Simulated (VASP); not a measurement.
Write the native input for VASP 6.6.1 that does the following.

| Item | Value |
| --- | --- |
| Task | single point |
| Functional | PBE0 |
| Potentials or basis | VASP PAW PBE potentials, release 64 (Sn_d) |
| Cutoff | 520 eV |
| k mesh | 6 × 6 × 6 |
| Occupations | fermi-dirac, width 0.05 eV |
| Spin | no spin polarisation |
| Dipole correction | no |
| Grid for exact exchange (PRECFOCK) | Normal |
| Further INCAR settings | ALGO = Normal; EDIFF = 1e-06; NBANDS = 13 |
| Share of exact exchange | 0.25 |

Crystal: Sn.

```
CELL_PARAMETERS angstrom
-1.90720 1.90720 1.90720
1.90720 -1.90720 1.90720
1.90720 1.90720 -1.90720
ATOMIC_POSITIONS crystal
Sn 0.00000 0.00000 0.00000
```

This isn't the form of Sn at room conditions, which is tetragonal (white tin).

The input as run:

POSCAR

```
Sn
1.0
   -1.9071995479      1.9071995479      1.9071995479
    1.9071995479     -1.9071995479      1.9071995479
    1.9071995479      1.9071995479     -1.9071995479
Sn
1
Direct
    0.0000000000      0.0000000000      0.0000000000
```

INCAR.step1

```
  PREC = Accurate
  ENCUT = 520
  EDIFF = 1E-5
  ISMEAR = -1
  SIGMA = 0.05
  LREAL = F
  LASPH = T
  NELM = 100
  ALGO = Normal
  ISIF = 2
  LWAVE = T
  GGA = PE
  NBANDS = 13
```

INCAR.step2

```
  PREC = Accurate
  ENCUT = 520
  EDIFF = 1E-6
  ISMEAR = -1
  SIGMA = 0.05
  LREAL = F
  LASPH = T
  NELM = 100
  ALGO = Normal
  ISIF = 2
  LWAVE = F
  LCHARG = T
  GGA = PE
  LHFCALC = T
  AEXX = 0.25
  PRECFOCK = Normal
  LELF = T
  LVHAR = T
  ISTART = 1
  NBANDS = 13
```

KPOINTS

```
Automatic mesh
0
Gamma
  6 6 6
```

Potentials or basis: VASP PAW PBE potentials, release 64 (Sn_d).

Command:

```console
$ cat potpaw_PBE.64/Sn_d/POTCAR > POTCAR
$ cp INCAR.step1 INCAR
$ mpirun -np 1 vasp_std > vasp.out
$ cp INCAR.step2 INCAR
$ mpirun -np 1 vasp_std > vasp.out
```

It gave:

```yaml
Pressure: -2.1 GPa
Band_gap_on_the_k_mesh: zero (bands 7 and 8 overlap by 12.14 eV)
```

Caveat: the k points lie up to 0.39 Å⁻¹ apart, too coarse for converged energies and pressures of a metal; the PAW data sets were made with another functional, which shifts forces and pressure a little; spin-orbit coupling is left out, which moves the levels of the heavy elements.

It took 15 min on 1 thread of Intel(R) Xeon(R) Platinum 8488C (Sapphire Rapids), with other jobs on the host, peak memory 0.17 GiB.
